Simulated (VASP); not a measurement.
# GdN (zincblende type) (F-43m) in VASP: notebook

GdN (zincblende type) is run at these levels: PBE; tasks: electric field gradients.

Everything below comes from runs of VASP 6.6.1. Logs are shortened: lines on timing, memory, paths and dates and some standing lists are left out, and cuts for length are marked.

### Step 1. The cell of the first run

It takes space group F-43m (No. 216, cubic). Conventional cell: a = 5.265 Å, b = 5.265 Å, c = 5.265 Å, α = 90.00°, β = 90.00°, γ = 90.00°. Gd (site symmetry -43m) has 4 N at 2.28 Å within 3.0 Å. N (site symmetry -43m) has 4 Gd at 2.28 Å within 3.0 Å.

### Step 2. Electric field gradients, PBE, collinear spin, ferromagnetic start (18.24 Å³/atom)

Contents of INCAR:

```
SYSTEM = GdN
ALGO = Normal ; EDIFF = 1E-8
ENCUT = 520 ; GGA = PE
ISIF = 2 ; ISMEAR = -1
ISPIN = 2 ; LASPH = .TRUE.
LCHARG = .FALSE. ; LEFG = .TRUE.
LMAXMIX = 6 ; LORBIT = 11
LREAL = .FALSE. ; LWAVE = .FALSE.
MAGMOM = 7 0 ; NBANDS = 22
NELM = 150 ; PREC = Accurate
SIGMA = 0.03
```

Contents of KPOINTS:

```
k-points
0
G
  12 12 12
  0 0 0
```

Contents of POSCAR:

```
GdN
1.0
    0.0000000000      2.6324067428      2.6324067428
    2.6324067428      0.0000000000      2.6324067428
    2.6324067428      2.6324067428      0.0000000000
Gd N
1 1
Direct
    0.0000000000      0.0000000000      0.0000000000
    0.2500000000      0.2500000000      0.2500000000
```

Potentials or basis: VASP PAW PBE potentials, release 64 (Gd, N).

The run is started by

```sh
$ cat potpaw_PBE.64/Gd/POTCAR potpaw_PBE.64/N/POTCAR > POTCAR
$ mpirun -np 1 vasp_std > vasp.out
```

OUTCAR:

```text
SYSTEM = GdN
   EDIFF = 1E-8
   ENCUT = 520
   GGA = PE
   ISIF = 2
   ISMEAR = -1
   ISPIN = 2
   LASPH = .TRUE.
   LORBIT = 11
   LREAL = .FALSE.
   NELM = 150
   PREC = Accurate

 ion  position               nearest neighbor table
   1  0.000  0.000  0.000-   2 2.28   2 2.28   2 2.28   2 2.28
   2  0.250  0.250  0.250-   1 2.28   1 2.28   1 2.28   1 2.28

  LATTYP: Found a face centered cubic cell.
 ALAT       =     5.2648134856

  Lattice vectors:

 A1 = (   0.0000000000,   2.6324067428,   2.6324067428)
 A2 = (   2.6324067428,   0.0000000000,   2.6324067428)
 A3 = (   2.6324067428,   2.6324067428,   0.0000000000)

Analysis of symmetry for initial positions (statically):
=====================================================================
 Subroutine PRICEL returns:
 Original cell was already a primitive cell.

 Routine SETGRP: Setting up the symmetry group for a
 face centered cubic supercell.

 Subroutine GETGRP returns: Found 24 space group operations
 (whereof 24 operations were pure point group operations)
 out of a pool of 48 trial point group operations.

The static configuration has the point symmetry T_d .

Analysis of symmetry for dynamics (positions and initial velocities):
=====================================================================
 Subroutine PRICEL returns:
 Original cell was already a primitive cell.

 Routine SETGRP: Setting up the symmetry group for a
 face centered cubic supercell.

 Subroutine GETGRP returns: Found 24 space group operations
 (whereof 24 operations were pure point group operations)
 out of a pool of 48 trial point group operations.

The dynamic configuration has the point symmetry T_d .

Analysis of structural, dynamic, and magnetic symmetry:
=====================================================================
 Subroutine PRICEL returns:
 Original cell was already a primitive cell.

 Routine SETGRP: Setting up the symmetry group for a
 face centered cubic supercell.

 Subroutine GETGRP returns: Found 24 space group operations
 (whereof 24 operations were pure point group operations)
 out of a pool of 48 trial point group operations.

The overall configuration has the point symmetry T_d .

 Subroutine INISYM returns: Found 24 space group operations
 (whereof 24 operations are pure point group operations),
 and found     1 'primitive' translations

----------------------------------------------------------------------------------------

                                     Primitive cell

  volume of cell :      36.4829

  direct lattice vectors                    reciprocal lattice vectors
     0.000000000  2.632406743  2.632406743    -0.189940252  0.189940252  0.189940252
     2.632406743  0.000000000  2.632406743     0.189940252 -0.189940252  0.189940252
     2.632406743  2.632406743  0.000000000     0.189940252  0.189940252 -0.189940252

  length of vectors
     3.722785317  3.722785317  3.722785317     0.328986167  0.328986167  0.328986167

  position of ions in fractional coordinates (direct lattice)
     0.000000000  0.000000000  0.000000000
     0.250000000  0.250000000  0.250000000

  ion indices of the primitive-cell ions
   primitive index   ion index
                 1           1
                 2           2

----------------------------------------------------------------------------------------

 KPOINTS: k-points

Automatic generation of k-mesh.
 Grid dimensions read from file:
 generate k-points for:   12   12   12

 Generating k-lattice:

  Cartesian coordinates                     Fractional coordinates (reciprocal lattice)
[... 59 lines left out ...]
   NELM   =    150;   NELMIN=  2; NELMDL= -5     # of ELM steps
   EDIFF  = 0.1E-07   stopping-criterion for ELM
   LREAL  =      F    real-space projection
   EDIFFG = 0.1E-06   stopping-criterion for IOM
   NSW    =      0    number of steps for IOM
   IBRION =     -1    ionic relax: 0-MD 1-quasi-New 2-CG
   NFREE  =      0    steps in history (QN), initial steepest desc. (CG)
   ISIF   =      2    stress and relaxation
   ISYM   =      2    0-nonsym 1-usesym 2-fastsym
   POTIM  = 0.5000    time-step for ionic-motion
   TEBEG  =    0.0;   TEEND  =   0.0 temperature during run
   PSTRESS=    0.0 pullay stress
   NELECT =      23.0000    total number of electrons
   NUPDOWN=      -1.0000    fix difference up-down
   EMIN   =  10.00;   EMAX   =-10.00  energy-range for DOS
   EFERMI =   0.00;   METHOD = LEGACY
   ISMEAR =    -1;   SIGMA  =   0.03  broadening in eV -4-tet -1-fermi 0-gaus
   EFERMI_NEDOS =   21; number of points for ismear=-14 and -15
   IALGO  =     38    algorithm
   IMIX   =      4    mixing-type and parameters
     AMIX     =   0.40;   BMIX     =  1.00
     AMIX_MAG =   1.60;   BMIX_MAG =  1.00
  volume/ion in A,a.u.               =      18.24       123.10
  Fermi-wavevector in a.u.,A,eV,Ry     =   1.403744  2.652691 26.810226  1.970496
  Thomas-Fermi vector in A             =   2.526375
   LORBIT       =     11    0 simple, 1 ext, 2 COOP (PROOUT), +10 PAW based schemes
   GGA     = PE    functional components
   LHFCALC =     F    Hartree Fock is set to
   AEXX    =    0.0000 exact exchange contribution
   IVDW    =     0    specifies the selected vdW correction
   LEPSILON=     F    determine dielectric tensor
   LRPA    =     F    only Hartree local field effects (RPA)
 spin polarized calculation
  energy-cutoff  :      520.00
  volume of cell :       36.48
 maximum number of plane-waves:      1004
   NGX = 13   NGY = 13   NGZ = 13

 number of electron      23.0000006 magnetization       6.9999954

 Free energy of the ion-electron system (eV)
  ---------------------------------------------------
  ext. energy  EPLUGINS =         0.00000000
  ---------------------------------------------------
  free energy    TOTEN  =       -22.80830804 eV

  energy without entropy =      -22.80830804  energy(sigma->0) =      -22.80830804

 E-fermi :   3.0453     XC(G=0): -10.4428

 val. band max:        2.3268585777   @ k =   0.5000   0.5000   0.0000
 cond. band min:       3.5292487885   @ k =   0.0000   0.0000   0.0000
 fundamental gap:      1.2023902109
 Fermi energy:         3.0453445438

 spin component 1

 k-point     1 :       0.0000    0.0000    0.0000
  band No.  band energies     occupation
      1     -40.7374      1.00000
      2     -17.9415      1.00000
      3     -17.9415      1.00000
      4     -17.9415      1.00000
      5      -9.9290      1.00000
      6      -0.6508      1.00000
[... 589 lines left out ...]
     21      11.0601      0.00000
     22      13.9647      0.00000

 [... further k-points ...]

 spin component 2

 k-point     1 :       0.0000    0.0000    0.0000
  band No.  band energies     occupation
      1     -37.6419      1.00000
      2     -15.7410      1.00000
      3     -15.7410      1.00000
      4     -15.7410      1.00000
      5      -9.8788      1.00000
      6       0.3567      1.00000
[... 589 lines left out ...]
     21      12.0747      0.00000
     22      14.8981      0.00000

 [... further k-points ...]

------------------------ aborting loop because EDIFF is reached ----------------------------------------

  FORCE on cell =-STRESS in cart. coord.  units (eV):
  Direction    XX          YY          ZZ          XY          YZ          ZX
  --------------------------------------------------------------------------------------
  -------------------------------------------------------------------------------------
  Total        1.1114174      1.1114174      1.1114174      0.0000000      0.0000000      0.0000000
  in kB       48.8088750     48.8088750     48.8088750      0.0000000      0.0000000      0.0000000
  external PRESSURE =      48.8088750 kB  Pullay stress =       0.0000000 kB

 VOLUME and BASIS-vectors are now :
 -----------------------------------------------------------------------------
  energy-cutoff  :      520.00
  volume of cell :       36.48
      direct lattice vectors                 reciprocal lattice vectors
     0.000000000  2.632406743  2.632406743    -0.189940252  0.189940252  0.189940252
     2.632406743  0.000000000  2.632406743     0.189940252 -0.189940252  0.189940252
     2.632406743  2.632406743  0.000000000     0.189940252  0.189940252 -0.189940252

 POSITION                                       TOTAL-FORCE (eV/Angst)
 -----------------------------------------------------------------------------------
      0.00000      0.00000      0.00000         0.000000      0.000000      0.000000
      1.31620      1.31620      1.31620        -0.000000     -0.000000     -0.000000
 -----------------------------------------------------------------------------------
    total drift:                               -0.000000     -0.000000     -0.000000

  FREE ENERGIE OF THE ION-ELECTRON SYSTEM (eV)
  ---------------------------------------------------
  free  energy   TOTEN  =       -22.8083080409 eV

  energy  without entropy=      -22.8083080409  energy(sigma->0) =      -22.80830804

 Electric field gradients (V/A^2)
---------------------------------------------------------------------
 ion       V_xx      V_yy      V_zz      V_xy      V_xz      V_yz
---------------------------------------------------------------------
   1      -0.000     0.000     0.000     0.002     0.002     0.002
   2       0.000     0.000     0.000     0.001     0.001     0.001
---------------------------------------------------------------------

 Electric field gradients after diagonalization (V/A^2)
 (convention: |V_zz| > |V_xx| > |V_yy|)
----------------------------------------------------------------------
 ion       V_xx      V_yy      V_zz     asymmetry (V_yy - V_xx)/ V_zz
----------------------------------------------------------------------
   1      -0.002    -0.002     0.004       0.000
   2      -0.001    -0.001     0.002       0.000
----------------------------------------------------------------------

           NMR quadrupolar parameters

 Cq : quadrupolar parameter    Cq=e*Q*V_zz/h
 eta: asymmetry parameters     (V_yy - V_xx)/ V_zz
 Q  : nuclear electric quadrupole moment in mb (millibarn)
----------------------------------------------------------------------
 ion       Cq(MHz)       eta       Q (mb)
----------------------------------------------------------------------
   1       0.000       0.000       1.000
   2       0.000       0.000       1.000
----------------------------------------------------------------------

 total charge

# of ion       s       p       d       f       tot
--------------------------------------------------
    1        2.049   5.636   0.625   7.004  15.313
    2        1.263   2.432   0.000   0.000   3.695
--------------------------------------------------
tot          3.311   8.068   0.625   7.004  19.008

 magnetization (x)

# of ion       s       p       d       f       tot
--------------------------------------------------
    1        0.000  -0.080   0.069   6.795   6.784
    2       -0.007  -0.048   0.000   0.000  -0.055
--------------------------------------------------
tot         -0.007  -0.128   0.069   6.795   6.729
```

It took 9.7 min on 1 thread of Intel Xeon 8259CL, shared host; peak memory 0.26 GiB.

What came out:

* Free energy: -22.8083 eV
* Pressure: 4.9 GPa
* Band gap on the k mesh: 1.20 eV (least direct gap 1.88 eV)
* Net moment: 7.00 μB per cell
* Site moments: Gd +6.78; N -0.06 μB
* Largest electric field gradient by atom: zero within the noise of the run
* Valence electrons inside the program's atomic spheres: Gd 15.31; N 3.69

Caveat: the cell stands under pressure; spin-orbit coupling is left out, which moves the levels of the heavy elements; a cell with one magnetic atom can't hold antiferromagnetic order, which such compounds often take; semilocal functionals describe open f shells poorly, which spoils levels, moments and volumes. The state reached can hang on the start; a lower one may exist.

### Step 3. Electric field gradients, PBE, collinear spin, ferromagnetic start (18.62 Å³/atom)

This run uses another cell than the first one, of 18.62 Å³/atom.

Contents of INCAR:

```
  PREC = Accurate
  ENCUT = 520
  EDIFF = 1E-8
  ISMEAR = -1
  SIGMA = 0.03
  LREAL = False
  LASPH = True
  NELM = 150
  ALGO = Normal
  ISIF = 2
  LWAVE = False
  LCHARG = False
  ISPIN = 2
  MAGMOM = 7 0
  LORBIT = 11
  LMAXMIX = 6
  GGA = PE
  LEFG = True
  NBANDS = 22
```

Contents of KPOINTS:

```
Automatic mesh
0
Gamma
  12 12 12
```

Contents of POSCAR:

```
GdN
1.0
    0.0000000000      2.6505618458      2.6505618458
    2.6505618458      0.0000000000      2.6505618458
    2.6505618458      2.6505618458      0.0000000000
Gd N
1 1
Direct
    0.0000000000      0.0000000000      0.0000000000
    0.2500000000      0.2500000000      0.2500000000
```

Potentials or basis: VASP PAW PBE potentials, release 64 (Gd, N).

The run is started by

```sh
$ cat potpaw_PBE.64/Gd/POTCAR potpaw_PBE.64/N/POTCAR > POTCAR
$ mpirun -np 1 vasp_std > vasp.out
```

OUTCAR:

```text
PREC = Accurate
   ENCUT = 520
   EDIFF = 1E-8
   ISMEAR = -1
   LREAL = False
   LASPH = True
   NELM = 150
   ISIF = 2
   ISPIN = 2
   LORBIT = 11
   GGA = PE

 ion  position               nearest neighbor table
   1  0.000  0.000  0.000-   2 2.30   2 2.30   2 2.30   2 2.30
   2  0.250  0.250  0.250-   1 2.30   1 2.30   1 2.30   1 2.30

  LATTYP: Found a face centered cubic cell.
 ALAT       =     5.3011236916

  Lattice vectors:

 A1 = (   0.0000000000,   2.6505618458,   2.6505618458)
 A2 = (   2.6505618458,   0.0000000000,   2.6505618458)
 A3 = (   2.6505618458,   2.6505618458,   0.0000000000)

Analysis of symmetry for initial positions (statically):
=====================================================================
 Subroutine PRICEL returns:
 Original cell was already a primitive cell.

 Routine SETGRP: Setting up the symmetry group for a
 face centered cubic supercell.

 Subroutine GETGRP returns: Found 24 space group operations
 (whereof 24 operations were pure point group operations)
 out of a pool of 48 trial point group operations.

The static configuration has the point symmetry T_d .

Analysis of symmetry for dynamics (positions and initial velocities):
=====================================================================
 Subroutine PRICEL returns:
 Original cell was already a primitive cell.

 Routine SETGRP: Setting up the symmetry group for a
 face centered cubic supercell.

 Subroutine GETGRP returns: Found 24 space group operations
 (whereof 24 operations were pure point group operations)
 out of a pool of 48 trial point group operations.

[... 1381 lines left out ...]
  -------------------------------------------------------------------------------------
  Total        0.5627787      0.5627787      0.5627787      0.0000000      0.0000000      0.0000000
  in kB       24.2105374     24.2105374     24.2105374      0.0000000      0.0000000      0.0000000
  external PRESSURE =      24.2105374 kB  Pullay stress =       0.0000000 kB

 VOLUME and BASIS-vectors are now :
 -----------------------------------------------------------------------------
  energy-cutoff  :      520.00
  volume of cell :       37.24
      direct lattice vectors                 reciprocal lattice vectors
     0.000000000  2.650561846  2.650561846    -0.188639251  0.188639251  0.188639251
     2.650561846  0.000000000  2.650561846     0.188639251 -0.188639251  0.188639251
     2.650561846  2.650561846  0.000000000     0.188639251  0.188639251 -0.188639251

 POSITION                                       TOTAL-FORCE (eV/Angst)
 -----------------------------------------------------------------------------------
      0.00000      0.00000      0.00000        -0.000000     -0.000000     -0.000000
      1.32528      1.32528      1.32528         0.000000      0.000000      0.000000
 -----------------------------------------------------------------------------------
    total drift:                               -0.000000     -0.000000     -0.000000

  FREE ENERGIE OF THE ION-ELECTRON SYSTEM (eV)
  ---------------------------------------------------
  free  energy   TOTEN  =       -22.8261309180 eV

  energy  without entropy=      -22.8261309180  energy(sigma->0) =      -22.82613092

 Electric field gradients (V/A^2)
---------------------------------------------------------------------
 ion       V_xx      V_yy      V_zz      V_xy      V_xz      V_yz
---------------------------------------------------------------------
   1       0.000    -0.000    -0.000     0.002     0.002     0.002
   2      -0.000    -0.000     0.000     0.001     0.001     0.001
---------------------------------------------------------------------

 Electric field gradients after diagonalization (V/A^2)
 (convention: |V_zz| > |V_xx| > |V_yy|)
----------------------------------------------------------------------
 ion       V_xx      V_yy      V_zz     asymmetry (V_yy - V_xx)/ V_zz
----------------------------------------------------------------------
   1      -0.002    -0.002     0.004       0.000
   2      -0.001    -0.001     0.002       0.000
----------------------------------------------------------------------

           NMR quadrupolar parameters

 Cq : quadrupolar parameter    Cq=e*Q*V_zz/h
 eta: asymmetry parameters     (V_yy - V_xx)/ V_zz
 Q  : nuclear electric quadrupole moment in mb (millibarn)
----------------------------------------------------------------------
 ion       Cq(MHz)       eta       Q (mb)
----------------------------------------------------------------------
   1       0.000       0.000       1.000
   2       0.000       0.000       1.000
----------------------------------------------------------------------

 total charge

# of ion       s       p       d       f       tot
--------------------------------------------------
    1        2.047   5.634   0.609   7.003  15.293
    2        1.261   2.422   0.000   0.000   3.683
--------------------------------------------------
tot          3.308   8.056   0.609   7.003  18.976

 magnetization (x)

# of ion       s       p       d       f       tot
--------------------------------------------------
    1       -0.000  -0.081   0.068   6.799   6.786
    2       -0.007  -0.048   0.000   0.000  -0.055
--------------------------------------------------
tot         -0.007  -0.129   0.068   6.799   6.731
```

It took 8.7 min on 1 thread of Intel Xeon 8259CL, shared host; peak memory 0.26 GiB.

What came out:

* Free energy: -22.8261 eV
* Pressure: 2.4 GPa
* Band gap on the k mesh: 1.19 eV (least direct gap 1.86 eV)
* Net moment: 7.00 μB per cell
* Site moments: Gd +6.79; N -0.06 μB
* Largest electric field gradient by atom: zero within the noise of the run
* Valence electrons inside the program's atomic spheres: Gd 15.29; N 3.68

Caveat: spin-orbit coupling is left out, which moves the levels of the heavy elements; a cell with one magnetic atom can't hold antiferromagnetic order, which such compounds often take; semilocal functionals describe open f shells poorly, which spoils levels, moments and volumes. A k mesh can miss the band edges.

[end of part 1 of 2]
